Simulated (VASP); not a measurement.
# P in VASP: a series of runs, part 2 of 3

VASP 6.6.1. Earlier steps stand in the parts before.

## Step 3: Single point, PBE+D3(BJ)

This run uses another cell than the first one: it holds 4 atoms, not 8.

INCAR reads:

```
PREC = Accurate
ENCUT = 520
EDIFF = 1E-6
ISMEAR = 0
SIGMA = 0.1
LREAL = False
LASPH = True
NELM = 60
ALGO = Normal
ISIF = 2
LWAVE = False
LCHARG = True
LDIPOL = True
IDIPOL = 3
DIPOL = 0.5 0.5 0.500
GGA = PE
IVDW = 12
LELF = True
LVHAR = True
LVACPOTAV = True
NBANDS = 18
```

KPOINTS reads:

```
regular mesh
0
Gamma
  6 6 1
```

POSCAR reads:

```
P
1.0
    3.3803898600      0.0000000000      0.0000000000
   -1.6901944800      2.9275038200      0.0000000000
    0.0000000000      0.0000000000     20.0000000000
P
4
Direct
    0.6666666700      0.3333333300      0.4212500000
    0.3333333300      0.6666666700      0.3640120700
    0.3333333300      0.6666666700      0.6359879300
    0.0000000000      0.0000000000      0.5787500000
```

Potentials or basis: VASP PAW PBE potentials, release 64 (P).

On the command line:

```
cat potpaw_PBE.64/P/POTCAR > POTCAR
mpirun -np 1 vasp_std > vasp.out
```

OUTCAR:

```text
PREC = Accurate
   ENCUT = 520
   EDIFF = 1E-6
   ISMEAR = 0
   LREAL = False
   LASPH = True
   NELM = 60
   ISIF = 2
   GGA = PE
   IVDW = 12
 IVDW          = 12

 ion  position               nearest neighbor table
   1  0.667  0.333  0.421-   2 2.26   2 2.26   2 2.26
   2  0.333  0.667  0.364-   1 2.26   1 2.26   1 2.26
   3  0.333  0.667  0.636-   4 2.26   4 2.26   4 2.26
   4  0.000  0.000  0.579-   3 2.26   3 2.26   3 2.26

  LATTYP: Found a hexagonal cell.
 ALAT       =     3.3803898600
 C/A-ratio  =     5.9164773379

  Lattice vectors:

 A1 = (   3.3803898600,   0.0000000000,   0.0000000000)
 A2 = (  -1.6901944800,   2.9275038200,   0.0000000000)
 A3 = (   0.0000000000,   0.0000000000,  20.0000000000)

Analysis of symmetry for initial positions (statically):
=====================================================================
 Subroutine PRICEL returns:
 Original cell was already a primitive cell.

 Routine SETGRP: Setting up the symmetry group for a
 hexagonal supercell.

 Subroutine GETGRP returns: Found 12 space group operations
 (whereof  6 operations were pure point group operations)
 out of a pool of 24 trial point group operations.

The static configuration has the point symmetry C_3v.
 The point group associated with its full space group is D_3d.

Analysis of symmetry for dynamics (positions and initial velocities):
=====================================================================
 Subroutine PRICEL returns:
 Original cell was already a primitive cell.

 Routine SETGRP: Setting up the symmetry group for a
 hexagonal supercell.

 Subroutine GETGRP returns: Found 12 space group operations
 (whereof  6 operations were pure point group operations)
 out of a pool of 24 trial point group operations.

The dynamic configuration has the point symmetry C_3v.
 The point group associated with its full space group is D_3d.

 Subroutine INISYM returns: Found 12 space group operations
 (whereof  6 operations are pure point group operations),
 and found     1 'primitive' translations

----------------------------------------------------------------------------------------

                                     Primitive cell

  volume of cell :     197.9221

  direct lattice vectors                    reciprocal lattice vectors
     3.380389860  0.000000000  0.000000000     0.295823867  0.170793925  0.000000000
    -1.690194480  2.927503820  0.000000000     0.000000000  0.341587940  0.000000000
     0.000000000  0.000000000 20.000000000     0.000000000  0.000000000  0.050000000

  length of vectors
     3.380389860  3.380389918 20.000000000     0.341587946  0.341587940  0.050000000

  position of ions in fractional coordinates (direct lattice)
     0.666666670  0.333333330  0.421250000
     0.333333330  0.666666670  0.364012070
     0.333333330  0.666666670  0.635987930
     0.000000000  0.000000000  0.578750000

  ion indices of the primitive-cell ions
   primitive index   ion index
                 1           1
                 2           2
                 3           3
                 4           4

----------------------------------------------------------------------------------------

 KPOINTS: regular mesh

Automatic generation of k-mesh.
 Grid dimensions read from file:
 generate k-points for:    6    6    1

 Generating k-lattice:

[... 23 lines left out ...]
  0.333333  0.166667  0.000000     12.000000
  0.333333  0.333333  0.000000      2.000000
   k-points           NKPTS =      7   k-points in BZ     NKDIM =      7   number of bands    NBANDS=     18
   number of dos      NEDOS =    301   number of ions     NIONS =      4
   total plane-waves  NPLWV = 117600
   dimension x,y,z NGX =    28 NGY =   28 NGZ =  150
   dimension x,y,z NGXF=    56 NGYF=   56 NGZF=  300
   ions per type =               4
   NGX,Y,Z   is equivalent  to a cutoff of  13.77, 13.77, 12.47 a.u.
   NGXF,Y,Z  is equivalent  to a cutoff of  27.54, 27.54, 24.94 a.u.
 SYSTEM =  unknown system
   PREC   = accura    normal or accurate (medium, high low for compatibility)
   ISTART =      0    job   : 0-new  1-cont  2-samecut
   ICHARG =      2    charge: 1-file 2-atom 10-const
   ISPIN  =      1    spin polarized calculation?
   LNONCOLLINEAR =      F non collinear calculations
   LSORBIT =      F    spin-orbit coupling
   LASPH  =      T    aspherical Exc in radial PAW
   ENCUT  =  520.0 eV  38.22 Ry    6.18 a.u.   6.29  6.29 37.19*2*pi/ulx,y,z
   NELM   =     60;   NELMIN=  2; NELMDL= -5     # of ELM steps
   EDIFF  = 0.1E-05   stopping-criterion for ELM
   LREAL  =      F    real-space projection
   EDIFFG = 0.1E-04   stopping-criterion for IOM
   NSW    =      0    number of steps for IOM
   IBRION =     -1    ionic relax: 0-MD 1-quasi-New 2-CG
   NFREE  =      0    steps in history (QN), initial steepest desc. (CG)
   ISIF   =      2    stress and relaxation
   ISYM   =      2    0-nonsym 1-usesym 2-fastsym
   POTIM  = 0.5000    time-step for ionic-motion
   TEBEG  =    0.0;   TEEND  =   0.0 temperature during run
   PSTRESS=    0.0 pullay stress
   NELECT =      20.0000    total number of electrons
   NUPDOWN=      -1.0000    fix difference up-down
   EMIN   =  10.00;   EMAX   =-10.00  energy-range for DOS
   EFERMI =   0.00;   METHOD = LEGACY
   ISMEAR =     0;   SIGMA  =   0.10  broadening in eV -4-tet -1-fermi 0-gaus
   EFERMI_NEDOS =   21; number of points for ismear=-14 and -15
   IALGO  =     38    algorithm
   IMIX   =      4    mixing-type and parameters
     AMIX     =   0.40;   BMIX     =  1.00
     AMIX_MAG =   1.60;   BMIX_MAG =  1.00
  volume/ion in A,a.u.               =      49.48       333.91
  Fermi-wavevector in a.u.,A,eV,Ry     =   0.762524  1.440961  7.911006  0.581443
  Thomas-Fermi vector in A             =   1.862004
   LORBIT       =      0    0 simple, 1 ext, 2 COOP (PROOUT), +10 PAW based schemes
   GGA     = PE    functional components
   LHFCALC =     F    Hartree Fock is set to
   AEXX    =    0.0000 exact exchange contribution
   IVDW    =    12    specifies the selected vdW correction
   LEPSILON=     F    determine dielectric tensor
   LRPA    =     F    only Hartree local field effects (RPA)
 non-spin polarized calculation
 Gauss-broadening in eV      SIGMA  =   0.10
  energy-cutoff  :      520.00
  volume of cell :      197.92
 maximum number of plane-waves:      5367
 NGX is ok and might be reduce to    28

 number of electron      20.0000001 magnetization

 dipolmoment           0.000000      0.000000     -0.000000 electrons x Angstroem

 Free energy of the ion-electron system (eV)
  ---------------------------------------------------
  ext. energy  EPLUGINS =         0.00000000
  ---------------------------------------------------
  free energy    TOTEN  =       -21.21878779 eV

  energy without entropy =      -21.21857941  energy(sigma->0) =      -21.21868360

 E-fermi :  -0.4935     XC(G=0):  -4.5556

 val. band max:       -0.6693554433   @ k =   0.0000   0.0000   0.0000
 cond. band min:      -0.2884855140   @ k =   0.5000  -0.0000   0.0000
 fundamental gap:      0.3808699293
 Fermi energy:        -0.4935392882

 k-point     1 :       0.0000    0.0000    0.0000
  band No.  band energies     occupation
      1     -15.8573      2.00000
      2     -15.7499      2.00000
      3      -8.2772      2.00000
      4      -7.3712      2.00000
      5      -2.6658      2.00000
      6      -2.6658      2.00000
[... 124 lines left out ...]
      5      -7.2444      2.00000
      6      -7.2444      2.00000
[... 10 lines left out ...]
     17       6.2000      0.00000
     18       6.2000      0.00000

------------------------ aborting loop because EDIFF is reached ----------------------------------------

 Edisp (eV)   -1.02645

 E8    (eV) :    -0.4027

  FORCE on cell =-STRESS in cart. coord.  units (eV):
  Direction    XX          YY          ZZ          XY          YZ          ZX
  --------------------------------------------------------------------------------------
  -------------------------------------------------------------------------------------
  Total      -2.43550    -2.43550     1.78734    -0.00000     0.00000     0.00000
  in kB     -19.71534   -19.71534    14.46847    -0.00000     0.00000     0.00000
  external pressure =       -8.32 kB  Pullay stress =        0.00 kB

 VOLUME and BASIS-vectors are now :
 -----------------------------------------------------------------------------
  energy-cutoff  :      520.00
  volume of cell :      197.92
      direct lattice vectors                 reciprocal lattice vectors
     3.380389860  0.000000000  0.000000000     0.295823867  0.170793925  0.000000000
    -1.690194480  2.927503820  0.000000000     0.000000000  0.341587940  0.000000000
     0.000000000  0.000000000 20.000000000     0.000000000  0.000000000  0.050000000

 POSITION                                       TOTAL-FORCE (eV/Angst)
 -----------------------------------------------------------------------------------
      1.69020      0.97583      8.42500        -0.000000      0.000000      0.956268
      0.00000      1.95167      7.28024         0.000000     -0.000000     -0.886670
      0.00000      1.95167     12.71976        -0.000000      0.000000      0.886670
      0.00000      0.00000     11.57500        -0.000000     -0.000000     -0.956268
 -----------------------------------------------------------------------------------
    total drift:                                0.000004     -0.000002     -0.000004

  FREE ENERGIE OF THE ION-ELECTRON SYSTEM (eV)
  ---------------------------------------------------
  free  energy   TOTEN  =       -22.2452348086 eV

  energy  without entropy=      -22.2450264299  energy(sigma->0) =      -22.24513062

 vacuum level on the upper side and lower side of the slab         4.460         4.460
```

Run time: 50 s. Hardware: 1 thread of Oxide Virtual Turin-like, shared host; peak memory 0.28 GiB.

What came out:

```
Free energy                : -22.2452 eV
Largest force              : 0.956 eV/Å
Band gap on the k mesh     : 0.38 eV (least direct gap 1.40 eV)
Dispersion energy per atom : -0.257 eV
```

Forces on the atoms (eV/Å):
```
P    0.000  0.000  0.956
P    0.000  0.000 -0.887
P    0.000  0.000  0.887
P    0.000  0.000 -0.956
```

## Step 4: Single point, PBE+D3(BJ)

This run uses another cell than the first one: it holds 4 atoms, not 8.

INCAR reads:

```
PREC = Accurate
ENCUT = 520
EDIFF = 1E-6
ISMEAR = 0
SIGMA = 0.1
LREAL = False
LASPH = True
NELM = 100
ALGO = Normal
ISIF = 2
LWAVE = False
LCHARG = False
LDIPOL = True
IDIPOL = 3
DIPOL = 0.5 0.5 0.288
GGA = PE
IVDW = 12
NBANDS = 18
```

KPOINTS is that of step 3.

POSCAR reads:

```
P
1.0
    3.2666330744     -0.0000002511      0.0000000000
   -1.6333163197      2.8289873528      0.0000000000
    0.0000000000      0.0000000000     34.6790344000
P
4
Direct
    0.6666666667      0.3333333333      0.2407849527
    0.3333333333      0.6666666667      0.2050741846
    0.3333333333      0.6666666667      0.3716431418
    0.0000000000      0.0000000000      0.3359323737
```

Potentials or basis: VASP PAW PBE potentials, release 64 (P).

On the command line:

```
cat potpaw_PBE.64/P/POTCAR > POTCAR
mpirun -np 1 vasp_std > vasp.out
```

OUTCAR:

```text
PREC = Accurate
   ENCUT = 520
   EDIFF = 1E-6
   ISMEAR = 0
   LREAL = False
   LASPH = True
   NELM = 100
   ISIF = 2
   GGA = PE
   IVDW = 12
 IVDW          = 12

 ion  position               nearest neighbor table
   1  0.667  0.333  0.241-   2 2.26   2 2.26   2 2.26
   2  0.333  0.667  0.205-   1 2.26   1 2.26   1 2.26
   3  0.333  0.667  0.372-   4 2.26   4 2.26   4 2.26
   4  0.000  0.000  0.336-   3 2.26   3 2.26   3 2.26

  LATTYP: Found a hexagonal cell.
 ALAT       =     3.2666330744
 C/A-ratio  =    10.6161401082

  Lattice vectors:

 A1 = (   3.2666330744,  -0.0000002511,   0.0000000000)
 A2 = (  -1.6333163197,   2.8289873528,   0.0000000000)
 A3 = (   0.0000000000,   0.0000000000,  34.6790344000)

Analysis of symmetry for initial positions (statically):
=====================================================================
 Subroutine PRICEL returns:
 Original cell was already a primitive cell.

 Routine SETGRP: Setting up the symmetry group for a
 hexagonal supercell.

 Subroutine GETGRP returns: Found 12 space group operations
 (whereof  6 operations were pure point group operations)
 out of a pool of 24 trial point group operations.

The static configuration has the point symmetry C_3v.
[... 162 lines left out ...]
      1     -17.6748      2.00000
      2     -17.5973      2.00000
      3     -10.3118      2.00000
      4      -9.5912      2.00000
      5      -4.5728      2.00000
      6      -3.5557      2.00000
[... 124 lines left out ...]
      5      -8.8584      2.00000
      6      -8.8584      2.00000
[... 10 lines left out ...]
     17       5.0758      0.00000
     18       5.0758      0.00000

------------------------ aborting loop because EDIFF is reached ----------------------------------------

 vacuum level on the upper side and lower side of the slab       (xc-potential included)        -0.007        -0.007

 Edisp (eV)   -1.06061

 E8    (eV) :    -0.4156

  FORCE on cell =-STRESS in cart. coord.  units (eV):
  Direction    XX          YY          ZZ          XY          YZ          ZX
  --------------------------------------------------------------------------------------
  -------------------------------------------------------------------------------------
  Total      -0.21168    -0.21168    -0.24101    -0.00000     0.00000     0.00000
  in kB      -1.05826    -1.05826    -1.20487    -0.00000     0.00000     0.00000
  external pressure =       -1.11 kB  Pullay stress =        0.00 kB

 VOLUME and BASIS-vectors are now :
 -----------------------------------------------------------------------------
  energy-cutoff  :      520.00
  volume of cell :      320.48
      direct lattice vectors                 reciprocal lattice vectors
     3.266633074 -0.000000251  0.000000000     0.306125611  0.176741672  0.000000000
    -1.633316320  2.828987353  0.000000000     0.000000027  0.353483392  0.000000000
     0.000000000  0.000000000 34.679034400     0.000000000  0.000000000  0.028835866

 POSITION                                       TOTAL-FORCE (eV/Angst)
 -----------------------------------------------------------------------------------
      1.63332      0.94300      8.35019         0.000000     -0.000000     -0.093738
      0.00000      1.88599      7.11177         0.000000      0.000000      0.092678
      0.00000      1.88599     12.88823        -0.000000     -0.000000     -0.092678
      0.00000      0.00000     11.64981         0.000000      0.000000      0.093738
 -----------------------------------------------------------------------------------
    total drift:                                0.000000     -0.000000      0.000040

  FREE ENERGIE OF THE ION-ELECTRON SYSTEM (eV)
  ---------------------------------------------------
  free  energy   TOTEN  =       -22.4127425254 eV

  energy  without entropy=      -22.4127425254  energy(sigma->0) =      -22.41274253

 vacuum level on the upper side and lower side of the slab         2.700         2.699
```

stdout:

```text
POSCAR found type information on POSCAR P
 POSCAR found :  1 types and       4 ions
 scaLAPACK will be used
 LDA part: xc-table for (Slater+PW92), standard interpolation
 POSCAR, INCAR and KPOINTS ok, starting setup
 FFT: planning ... GRIDC
 FFT: planning ... GRID_SOFT
 FFT: planning ... GRID
 WAVECAR not read
 entering main loop
```

Run time: 89 s. Hardware: 1 thread of Oxide Virtual Turin-like, shared host; peak memory 0.34 GiB.

Results:

* Free energy: -22.4127 eV
* Largest force: 0.094 eV/Å
* Band gap on the k mesh: 1.20 eV (least direct gap 1.79 eV)
* Dispersion energy per atom: -0.265 eV

Forces on the atoms (eV/Å):
```
P    0.000  0.000 -0.094
P    0.000  0.000  0.093
P    0.000  0.000 -0.093
P    0.000  0.000  0.094
```

Levels at points of the mesh, in eV from the valence-band top:
| k point | band 8 | band 9 | band 10 | band 11 | band 12 | band 13 |
| --- | --- | --- | --- | --- | --- | --- |
| (0.00, 0.00, 0.00) | -0.67 | -0.67 | -0.11 | 3.32 | 3.32 | 3.32 |
| (0.50, 0.00, 0.00) | -2.82 | -2.31 | -1.63 | 1.35 | 1.56 | 2.34 |

[end of part 2 of 3]
